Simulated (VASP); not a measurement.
Set up this calculation in VASP 6.6.1, as the native input.

* Task: single point
* Functional: LDA
* Potentials or basis: VASP PAW LDA potentials, release 64 (Cd, Pd)
* Cutoff: 520 eV
* k mesh: 8 × 8 × 8
* Occupations: fermi-dirac, width 0.05 eV
* Spin: no spin polarisation
* Dipole correction: no
* Further INCAR settings: ALGO = Normal; EDIFF = 1e-07; NBANDS = 31

The structure of Cd3Pd lies in POSCAR:

```
Cd3Pd
1.0
    4.1053017772      0.0000000000      0.0000000000
    0.0000000000      4.1053017772      0.0000000000
    0.0000000000      0.0000000000      4.1053017772
Cd Pd
3 1
Direct
    0.0000000000      0.5000000000      0.5000000000
    0.5000000000      0.0000000000      0.5000000000
    0.5000000000      0.5000000000      0.0000000000
    0.0000000000      0.0000000000      0.0000000000
```

One way to write it, as run:

INCAR

```
SYSTEM = Cd3Pd
  PREC = Accurate
  ENCUT = 520
  EDIFF = 1E-7
  ISMEAR = -1
  SIGMA = 0.05
  LREAL = .FALSE.
  LASPH = .TRUE.
  NELM = 60
  ALGO = Normal
  ISIF = 2
  LWAVE = .FALSE.
  LCHARG = .FALSE.
  GGA = CA
  NBANDS = 31
```

KPOINTS

```
Automatic mesh
0
G
  8 8 8
  0 0 0
```

Potentials or basis: VASP PAW LDA potentials, release 64 (Cd, Pd).

Command:

```console
$ cat potpaw_LDA.64/Cd/POTCAR potpaw_LDA.64/Pd/POTCAR > POTCAR
$ mpirun -np 1 vasp_std > vasp.out
```

It gave:

| Property | Result |
| --- | --- |
| Pressure | 1.2 GPa |
| Band gap on the k mesh | zero (band 23 reaches 8.79 eV, above the bottom of band 24 at 3.19 eV) |

Wall time 44 s on 1 thread of Intel(R) Xeon(R) Platinum 8375C CPU @ 2.90GHz (Ice Lake), on a shared host, peak memory 0.19 GiB.
